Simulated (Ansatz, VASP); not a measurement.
**Two plane-wave programs on Sn**

INCAR

```
PREC = Accurate
ENCUT = 520
EDIFF = 1E-7
ISMEAR = -1
SIGMA = 1.0
LREAL = F
LASPH = T
NELM = 60
ALGO = Normal
ISIF = 2
LWAVE = F
LCHARG = F
GGA = PE
NBANDS = 21
```

File KPOINTS:

```
Automatic mesh
0
Gamma
  8 8 8
```

File POSCAR:

```
Sn
1.0
    0.0000000000      3.3289000152      3.3289000152
    3.3289000152      0.0000000000      3.3289000152
    3.3289000152      3.3289000152      0.0000000000
Sn
2
Direct
    0.5000000000      0.5000000000      0.5000000000
    0.7500000000      0.7500000000      0.7500000000
```

Input for Ansatz:

```yaml
crystal:
  lattice:
    - [0.0, 3.3289000152, 3.3289000152]
    - [3.3289000152, 0.0, 3.3289000152]
    - [3.3289000152, 3.3289000152, 0.0]
  atoms:
    - { symbol: Sn, position: [0.5, 0.5, 0.5] }
    - { symbol: Sn, position: [0.75, 0.75, 0.75] }
hamiltonian:
  xc: pbe
  pseudopotentials:
    kind: paw
    azcp:
      Sn: "pseudopotentials/Sn.paw.azcp"
basis:
  ecutwfc: 420
  fft_grid_basis: typed
kpoints:
  mp_grid: { grid: [8, 8, 8], shift: [0, 0, 0] }
magnetization:
  spin_polarized: false
scf:
  occupations: { method: fermi_dirac, width: 1.0 }
  lower_state_search: "off"
output:
  stress: true
```

Alike in both runs: task single point; functional PBE; k mesh 8 × 8 × 8; occupations fermi-dirac, width 1 eV; no spin polarisation.

|  | VASP | Ansatz |
| --- | --- | --- |
| version | VASP 6.6.1 | Ansatz 0.2.0 |
| potentials or method | VASP PAW PBE potentials, release 64 (Sn_d), cutoff 520 eV | plane waves (420 eV) with PAW, scalar-relativistic |
| valence electrons in the cell | 28 | 28 |

Ansatz gave:

```
pressure (GPa) : 4.3
```

Estimate VASP's values.

pressure (GPa): 4.2.
